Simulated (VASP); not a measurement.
# Si in VASP: further runs

Runs on Si. Level: PBE. Tasks: single point, relaxation of the atoms.

Program: VASP 6.6.1. These are calculated values, not measurements. Logs are shortened: lines on timing, memory, paths and dates and some standing lists are left out, and cuts for length are marked.

## Step 1: The cell of the first run

The cell holds a slab with vacuum, 6 atoms: a = 3.869 Å, b = 5.471 Å, c = 19.869 Å, α = 90.00°, β = 90.00°, γ = 90.00°.

## Step 2: Single point, PBE

Input file INCAR:

```
SYSTEM = Si
ALGO = Normal
DIPOL = 0.5 0.5 0.500
EDIFF = 1E-7
EFIELD = -0.1
ENCUT = 520
GGA = PE
IDIPOL = 3
ISIF = 2
ISMEAR = -1
LASPH = .TRUE.
LCHARG = .FALSE.
LDIPOL = .TRUE.
LREAL = .FALSE.
LWAVE = .FALSE.
NBANDS = 21
NELM = 80
PREC = Accurate
SIGMA = 0.02
```

Input file KPOINTS:

```
k-points
0
G
  8 6 1
  0 0 0
```

Input file POSCAR:

```
Si
1.0
    3.8685410222      0.0000000000      0.0000000000
    0.0000000000      5.4709431802      0.0000000000
    0.0000000000      0.0000000000     19.8685000000
Si
6
Direct
    0.7500000000      0.1155783311      0.4082130297
    0.2500000000      0.8844216689      0.4082130297
    0.2500000000      0.6198304794      0.4999999970
    0.7500000000      0.3801695206      0.4999999970
    0.7500000000      0.1155783125      0.5917869733
    0.2500000000      0.8844216875      0.5917869733
```

Potentials or basis: VASP PAW PBE potentials, release 64 (Si).

On the command line:

```
> cat potpaw_PBE.64/Si/POTCAR > POTCAR
> mpirun -np 1 vasp_std > vasp.out
```

OUTCAR:

```text
SYSTEM = Si
   EDIFF = 1E-7
   ENCUT = 520
   GGA = PE
   ISIF = 2
   ISMEAR = -1
   LASPH = .TRUE.
   LREAL = .FALSE.
   NELM = 80
   PREC = Accurate

 ion  position               nearest neighbor table
   1  0.750  0.116  0.408-   2 2.31   2 2.31   4 2.33
   2  0.250  0.884  0.408-   1 2.31   1 2.31   3 2.33
   3  0.250  0.620  0.500-   2 2.33   6 2.33   4 2.34   4 2.34
   4  0.750  0.380  0.500-   1 2.33   5 2.33   3 2.34   3 2.34
   5  0.750  0.116  0.592-   6 2.31   6 2.31   4 2.33
   6  0.250  0.884  0.592-   5 2.31   5 2.31   3 2.33

  LATTYP: Found a simple orthorhombic cell.
 ALAT       =     3.8685410222
 B/A-ratio  =     1.4142135624
 C/A-ratio  =     5.1359155521

  Lattice vectors:

 A1 = (   3.8685410222,   0.0000000000,   0.0000000000)
 A2 = (   0.0000000000,   5.4709431802,   0.0000000000)
 A3 = (   0.0000000000,   0.0000000000,  19.8685000000)

Analysis of symmetry for initial positions (statically):
=====================================================================
 Subroutine PRICEL returns:
 Original cell was already a primitive cell.

 Routine SETGRP: Setting up the symmetry group for a
 simple orthorhombic supercell.

 Subroutine GETGRP returns: Found  8 space group operations
 (whereof  4 operations were pure point group operations)
 out of a pool of  8 trial point group operations.

The static configuration has the point symmetry C_2h.
 The point group associated with its full space group is D_2h.

Analysis of symmetry for dynamics (positions and initial velocities):
=====================================================================
 An external electric field (EFIELD) may reduce the allowed symmetry operations
 Subroutine PRICEL returns:
 Original cell was already a primitive cell.

 Routine SETGRP: Setting up the symmetry group for a
 simple orthorhombic supercell.

 Subroutine GETGRP returns: Found  4 space group operations
 (whereof  2 operations were pure point group operations)
 out of a pool of  8 trial point group operations.

The dynamic configuration has the point symmetry C_2 .
 The point group associated with its full space group is C_2v.

 Subroutine INISYM returns: Found  4 space group operations
 (whereof  2 operations are pure point group operations),
 and found     1 'primitive' translations

----------------------------------------------------------------------------------------

                                     Primitive cell

  volume of cell :     420.5082

  direct lattice vectors                    reciprocal lattice vectors
     3.868541022  0.000000000  0.000000000     0.258495385  0.000000000  0.000000000
     0.000000000  5.470943180  0.000000000     0.000000000  0.182783839  0.000000000
     0.000000000  0.000000000 19.868500000     0.000000000  0.000000000  0.050330926

  length of vectors
     3.868541022  5.470943180 19.868500000     0.258495385  0.182783839  0.050330926

  position of ions in fractional coordinates (direct lattice)
     0.750000000  0.115578331  0.408213030
     0.250000000  0.884421669  0.408213030
     0.250000000  0.619830479  0.499999997
     0.750000000  0.380169521  0.499999997
     0.750000000  0.115578312  0.591786973
     0.250000000  0.884421688  0.591786973

  ion indices of the primitive-cell ions
   primitive index   ion index
                 1           1
                 2           2
                 3           3
                 4           4
                 5           5
                 6           6

----------------------------------------------------------------------------------------

 KPOINTS: k-points

Automatic generation of k-mesh.
 Grid dimensions read from file:
 generate k-points for:    8    6    1

 Generating k-lattice:

  Cartesian coordinates                     Fractional coordinates (reciprocal lattice)
     0.032311923  0.000000000  0.000000000     0.125000000  0.000000000  0.000000000
     0.000000000  0.030463973  0.000000000     0.000000000  0.166666667  0.000000000
     0.000000000  0.000000000  0.050330926     0.000000000  0.000000000  1.000000000

  Length of vectors
     0.032311923  0.030463973  0.050330926

  Shift w.r.t. Gamma in fractional coordinates (k-lattice)
     0.000000000  0.000000000  0.000000000

 Subroutine IBZKPT returns following result:
 ===========================================

 Found     20 irreducible k-points:

 Following reciprocal coordinates:
            Coordinates               Weight
  0.000000  0.000000  0.000000      1.000000
  0.125000  0.000000  0.000000      2.000000
  0.250000  0.000000  0.000000      2.000000
  0.375000  0.000000  0.000000      2.000000
  0.500000  0.000000  0.000000      1.000000
  0.000000  0.166667  0.000000      2.000000
[... 12 lines left out ...]
  0.375000  0.500000  0.000000      2.000000
  0.500000  0.500000  0.000000      1.000000
   k-points           NKPTS =     20   k-points in BZ     NKDIM =     20   number of bands    NBANDS=     21
   number of dos      NEDOS =    301   number of ions     NIONS =      6
   total plane-waves  NPLWV = 189000
   dimension x,y,z NGX =    30 NGY =   42 NGZ =  150
   dimension x,y,z NGXF=    60 NGYF=   84 NGZF=  300
   ions per type =               6
   NGX,Y,Z   is equivalent  to a cutoff of  12.89, 12.76, 12.55 a.u.
   NGXF,Y,Z  is equivalent  to a cutoff of  25.78, 25.53, 25.10 a.u.
 SYSTEM =  Si
   PREC   = accura    normal or accurate (medium, high low for compatibility)
   ISTART =      0    job   : 0-new  1-cont  2-samecut
   ICHARG =      2    charge: 1-file 2-atom 10-const
   ISPIN  =      1    spin polarized calculation?
   LNONCOLLINEAR =      F non collinear calculations
   LSORBIT =      F    spin-orbit coupling
   LASPH  =      T    aspherical Exc in radial PAW
   ENCUT  =  520.0 eV  38.22 Ry    6.18 a.u.   7.19 10.17 36.94*2*pi/ulx,y,z
   NELM   =     80;   NELMIN=  2; NELMDL= -5     # of ELM steps
   EDIFF  = 0.1E-06   stopping-criterion for ELM
   LREAL  =      F    real-space projection
   EDIFFG = 0.1E-05   stopping-criterion for IOM
   NSW    =      0    number of steps for IOM
   IBRION =     -1    ionic relax: 0-MD 1-quasi-New 2-CG
   NFREE  =      0    steps in history (QN), initial steepest desc. (CG)
   ISIF   =      2    stress and relaxation
   ISYM   =      2    0-nonsym 1-usesym 2-fastsym
   POTIM  = 0.5000    time-step for ionic-motion
   TEBEG  =    0.0;   TEEND  =   0.0 temperature during run
   PSTRESS=    0.0 pullay stress
   NELECT =      24.0000    total number of electrons
   NUPDOWN=      -1.0000    fix difference up-down
   EMIN   =  10.00;   EMAX   =-10.00  energy-range for DOS
   EFERMI =   0.00;   METHOD = LEGACY
   ISMEAR =    -1;   SIGMA  =   0.02  broadening in eV -4-tet -1-fermi 0-gaus
   EFERMI_NEDOS =   21; number of points for ismear=-14 and -15
   IALGO  =     38    algorithm
   IMIX   =      4    mixing-type and parameters
     AMIX     =   0.40;   BMIX     =  1.00
     AMIX_MAG =   1.60;   BMIX_MAG =  1.00
  volume/ion in A,a.u.               =      70.08       472.95
  Fermi-wavevector in a.u.,A,eV,Ry     =   0.630309  1.191112  5.405457  0.397290
  Thomas-Fermi vector in A             =   1.692898
   LORBIT       =      0    0 simple, 1 ext, 2 COOP (PROOUT), +10 PAW based schemes
   GGA     = PE    functional components
   LHFCALC =     F    Hartree Fock is set to
   AEXX    =    0.0000 exact exchange contribution
   IVDW    =     0    specifies the selected vdW correction
   LEPSILON=     F    determine dielectric tensor
   LRPA    =     F    only Hartree local field effects (RPA)
 non-spin polarized calculation
  energy-cutoff  :      520.00
  volume of cell :      420.51
 maximum number of plane-waves:     11370
 NGX is ok and might be reduce to    30
   NGX = 15   NGY = 21   NGZ = 73

 dipolmoment           0.000000      0.000000      0.101981 electrons x Angstroem

 number of electron      23.9999998 magnetization

 dipolmoment           0.000000      0.000000     -0.077178 electrons x Angstroem

 Free energy of the ion-electron system (eV)
  ---------------------------------------------------
  ext. energy  EPLUGINS =         0.00000000
  ---------------------------------------------------
  free energy    TOTEN  =       -28.45108030 eV

  energy without entropy =      -28.44362267  energy(sigma->0) =      -28.44735148

 E-fermi :  -1.7769     XC(G=0):  -3.5133

 val. band max:       -1.7963199184   @ k =   0.0000   0.3333   0.0000
 cond. band min:      -1.7617338109   @ k =   0.1250   0.0000   0.0000
 fundamental gap:      0.0345861076
 Fermi energy:        -1.7769186943

 k-point     1 :       0.0000    0.0000    0.0000
  band No.  band energies     occupation
      1     -13.1342      2.00000
      2     -11.3449      2.00000
      3      -9.9070      2.00000
      4      -8.8370      2.00000
      5      -6.2241      2.00000
      6      -4.9971      2.00000
[... 13 lines left out ...]
     20       2.4679      0.00000
     21       2.7831      0.00000

 k-point     2 :       0.1250    0.0000    0.0000
  band No.  band energies     occupation
      1     -12.9986      2.00000
      2     -11.2044      2.00000
      3      -9.7620      2.00000
      4      -8.9211      2.00000
      5      -6.3528      2.00000
      6      -4.9759      2.00000
[... 13 lines left out ...]
     20       2.1677      0.00000
     21       2.7377      0.00000

 k-point     3 :       0.2500    0.0000    0.0000
  band No.  band energies     occupation
      1     -12.5969      2.00000
      2     -10.7857      2.00000
      3      -9.3284      2.00000
      4      -9.3177      2.00000
      5      -6.9790      2.00000
      6      -5.6866      2.00000
[... 13 lines left out ...]
     20       2.6045      0.00000
     21       3.1946      0.00000
[... 361 lines left out ...]
 k-point    19 :       0.3750    0.5000    0.0000
  band No.  band energies     occupation
      1     -11.1499      2.00000
      2     -11.1152      2.00000
      3      -9.9586      2.00000
      4      -8.0997      2.00000
      5      -8.0845      2.00000
      6      -8.0190      2.00000
[... 13 lines left out ...]
     20       3.0065      0.00000
     21       3.3115      0.00000

 k-point    20 :       0.5000    0.5000    0.0000
  band No.  band energies     occupation
      1     -10.8073      2.00000
      2     -10.8073      2.00000
      3      -9.0626      2.00000
      4      -9.0626      2.00000
      5      -8.5910      2.00000
      6      -8.5910      2.00000
[... 13 lines left out ...]
     20       2.4786      0.00000
     21       3.6325      0.00000

------------------------ aborting loop because EDIFF is reached ----------------------------------------

 vacuum level on the upper side and lower side of the slab       (xc-potential included)         0.631        -0.672

  FORCE on cell =-STRESS in cart. coord.  units (eV):
  Direction    XX          YY          ZZ          XY          YZ          ZX
  --------------------------------------------------------------------------------------
  -------------------------------------------------------------------------------------
  Total        0.9652907      2.4073551     -0.0492886      0.0000000      0.0000000      0.0000000
  in kB        3.6778518      9.1722576     -0.1877944      0.0000000      0.0000000      0.0000000
  external PRESSURE =       4.2207716 kB  Pullay stress =       0.0000000 kB

 VOLUME and BASIS-vectors are now :
 -----------------------------------------------------------------------------
  energy-cutoff  :      520.00
  volume of cell :      420.51
      direct lattice vectors                 reciprocal lattice vectors
     3.868541022  0.000000000  0.000000000     0.258495385  0.000000000  0.000000000
     0.000000000  5.470943180  0.000000000     0.000000000  0.182783839  0.000000000
     0.000000000  0.000000000 19.868500000     0.000000000  0.000000000  0.050330926

 POSITION                                       TOTAL-FORCE (eV/Angst)
 -----------------------------------------------------------------------------------
      2.90141      0.63232      8.11058         0.000000      0.002984      0.003791
      0.96714      4.83862      8.11058         0.000000     -0.002984      0.003791
      0.96714      3.39106      9.93425         0.000000     -0.000833      0.000974
      2.90141      2.07989      9.93425         0.000000      0.000833      0.000974
      2.90141      0.63232     11.75792         0.000000     -0.003120     -0.004765
      0.96714      4.83862     11.75792         0.000000      0.003120     -0.004765
 -----------------------------------------------------------------------------------
    total drift:                               -0.000000      0.000000     -0.000009

  FREE ENERGIE OF THE ION-ELECTRON SYSTEM (eV)
  ---------------------------------------------------
  free  energy   TOTEN  =       -28.4510802996 eV

  energy  without entropy=      -28.4436226691  energy(sigma->0) =      -28.44735148

 vacuum level on the upper side and lower side of the slab         3.633         2.357
```

Wall time 3.2 min (1 thread of AMD EPYC 9R45 (Zen 5), shared host); peak memory 0.47 GiB.

Results:

| Quantity | Value |
| --- | --- |
| Free energy | -28.4511 eV |
| Largest force | 0.006 eV/Å |
| Band gap on the k mesh | zero (band 12 reaches -1.73 eV, above the bottom of band 13 at -1.89 eV) |

Forces in eV/Å, atoms in the order of the input:
```
Si   0.000  0.003  0.004
Si   0.000 -0.003  0.004
Si   0.000 -0.001  0.001
Si   0.000  0.001  0.001
Si   0.000 -0.003 -0.005
Si   0.000  0.003 -0.005
```

[end of part 1 of 2]
